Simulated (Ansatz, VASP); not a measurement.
**One calculation of MgO, two programs**

The input POSCAR:

```
MgO
1.0
   -0.0747404213      2.1115136908      2.1115136908
    2.1115136908     -0.0747404213      2.1115136908
    2.1115136908      2.1115136908     -0.0747404213
Mg O
1 1
Direct
    0.0000000000      0.0000000000      0.0000000000
    0.5000000000      0.5000000000      0.5000000000
```

Contents of INCAR.step1:

```
SYSTEM = MgO
PREC     = Accurate       ! precision mode
ENCUT    = 520            ! plane-wave cutoff, eV
EDIFF    = 1E-5           ! SCF threshold, eV
ISMEAR   = 0              ! smearing method
SIGMA    = 0.01           ! smearing width, eV
LREAL    = .FALSE.        ! projectors in reciprocal space
LASPH    = .TRUE.         ! aspherical terms in the spheres
NELM     = 60             ! most SCF steps
ALGO     = Normal         ! electronic algorithm
ISIF     = 2              ! what is computed and relaxed
LWAVE    = .TRUE.         ! write WAVECAR
LCHARG   = .FALSE.        ! write CHGCAR
GGA      = PE             ! functional
NBANDS   = 11             ! bands
```

INCAR.step2

```
SYSTEM = MgO
PREC     = Accurate       ! precision mode
ENCUT    = 520            ! plane-wave cutoff, eV
EDIFF    = 1E-7           ! SCF threshold, eV
ISMEAR   = 0              ! smearing method
SIGMA    = 0.01           ! smearing width, eV
LREAL    = .FALSE.        ! projectors in reciprocal space
LASPH    = .TRUE.         ! aspherical terms in the spheres
NELM     = 60             ! most SCF steps
ALGO     = Normal         ! electronic algorithm
ISIF     = 2              ! what is computed and relaxed
LWAVE    = .FALSE.        ! write WAVECAR
LCHARG   = .FALSE.        ! write CHGCAR
GGA      = PE             ! functional
LHFCALC  = .TRUE.         ! exact exchange
HFSCREEN = 0.2079         ! screening, 1/A
PRECFOCK = Normal       
ISTART   = 1            
NBANDS   = 11             ! bands
```

File KPOINTS:

```
regular mesh
0
G
  8 8 8
  0 0 0
```

Input for Ansatz:

```yaml
crystal:
  lattice:
    - [-0.0747404213, 2.1115136908, 2.1115136908]
    - [2.1115136908, -0.0747404213, 2.1115136908]
    - [2.1115136908, 2.1115136908, -0.0747404213]
  atoms:
    - { symbol: Mg, position: [0.0, 0.0, 0.0] }
    - { symbol: O, position: [0.5, 0.5, 0.5] }
kpoints:
  mp_grid: { grid: [8, 8, 8] }
  band_path:
    path:
      - [0.0, 0.0, 0.0]
      - [0.5, 0.0, 0.5]
      - [0.625, 0.25, 0.625]
      - [0.375, 0.375, 0.75]
      - [0.5, 0.5, 0.5]
      - [0.5, 0.25, 0.75]
    npoints: 1
hamiltonian:
  xc: hse06
scf:
  occupations: { method: fixed }
  n_extra_bands: 4
output:
  forces: true
  stress: true
  eigenvalues: true
```

Change from the starting cell: epitaxial_111 strain +4.0%.

Alike in both runs: task single point; functional HSE06; k mesh 8 × 8 × 8; no spin polarisation.

|  | VASP | Ansatz |
| --- | --- | --- |
| version | VASP 6.6.1 | Ansatz 0.2.0 |
| potentials or method | VASP PAW PBE potentials, release 64 (Mg, O) | plane waves, PAW |
| plane-wave cutoff (eV) | 520 | 420 |
| occupations | gaussian, width 0.01 eV | fixed |
| valence electrons in the cell | 8 | 16 |

|  | VASP | Ansatz | Ansatz less VASP |
| --- | --- | --- | --- |
| gap on the k mesh at the Fermi level (eV) | 5.55 | 5.60 | +0.046 |
| pressure (GPa) | -10.1 | -9.8 | +0.39 |
| traceless stress, the component that is largest in VASP (GPa) | 4.71 | 4.68 | -0.024 |

VASP's potentials hold 8 valence electrons a cell and Ansatz's 16, so a difference there can come from the potentials and not from the codes. Ansatz's warnings: stress exchange threshold loose, stress scf threshold loose.
